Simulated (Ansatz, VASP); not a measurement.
O: VASP beside Ansatz

INCAR

```
SYSTEM = O
PREC = Accurate
ENCUT = 520
EDIFF = 1E-6
ISMEAR = -1
SIGMA = 0.05
LREAL = .FALSE.
LASPH = .TRUE.
NELM = 80
ALGO = Normal
ISIF = 2
LWAVE = .FALSE.
LCHARG = .TRUE.
GGA = PE
LELF = .TRUE.
LVHAR = .TRUE.
NBANDS = 20
```

KPOINTS

```
Automatic mesh
0
G
  7 7 9
  0 0 0
```

File POSCAR:

```
O
1.0
    3.8128015942      0.0000000000      0.0000000000
    0.0000000000      3.7120994368      0.0000000000
   -0.9763106011      0.0000000000      2.8931240072
O
4
Direct
    0.3329660000      0.3058770000      0.1812950000
    0.6670340000      0.3058770000      0.3187050000
    0.6670340000      0.6941230000      0.8187050000
    0.3329660000      0.6941230000      0.6812950000
```

input.yaml

```yaml
crystal:
  lattice:
    - [3.8128015942, 0.0, 0.0]
    - [0.0, 3.7120994368, 0.0]
    - [-0.9763106011, 0.0, 2.8931240072]
  atoms:
    - { symbol: O, position: [0.332966, 0.305877, 0.181295] }
    - { symbol: O, position: [0.667034, 0.305877, 0.318705] }
    - { symbol: O, position: [0.667034, 0.694123, 0.818705] }
    - { symbol: O, position: [0.332966, 0.694123, 0.681295] }
hamiltonian:
  xc: pbe
  pseudopotentials: { kind: paw }
kpoints:
  mp_grid: { grid: [7, 7, 9] }
scf:
  occupations: { method: fermi_dirac, width: 0.05 }
output:
  forces: true
  stress: true
  eigenvalues: true
```

Alike in both runs: task single point; functional PBE; k mesh 7 × 7 × 9; occupations fermi-dirac, width 0.05 eV; no spin polarisation.

|  | VASP | Ansatz |
| --- | --- | --- |
| version | VASP 6.6.1 | Ansatz 0.2.0 |
| potentials or method | VASP PAW PBE potentials, release 64 (O) | Ansatz PAW |
| plane-wave cutoff (eV) | 520 | 420 |
| valence electrons in the cell | 24 | 24 |

VASP gave:

```
gap on the k mesh at the Fermi level (eV)                     : 0.72
least direct gap on the mesh (eV)                             : 0.95
pressure (GPa)                                                : 12.1
traceless stress, the component that is largest in VASP (GPa) : 9.19
rms of the force components (eV/Å)                            : 0.937
```

Which values does Ansatz return?

gap on the k mesh at the Fermi level (eV): 0.72; least direct gap on the mesh (eV): 0.95; pressure (GPa): 8.3; traceless stress, the component that is largest in VASP (GPa): 2.38; rms of the force components (eV/Å): 0.183.

Atom by atom the forces differ by 0.765 eV/Å (rms over components).

Noted on VASP's run: the standard files for N, O and F lose accuracy on very short bonds; spin is off for a triplet molecule. Noted on Ansatz's run: Pulay correction over one GPa; spin is off for a triplet molecule; odd divisions of the mesh miss points on the zone boundary, where band edges often lie, so the gap on the mesh can be too wide.
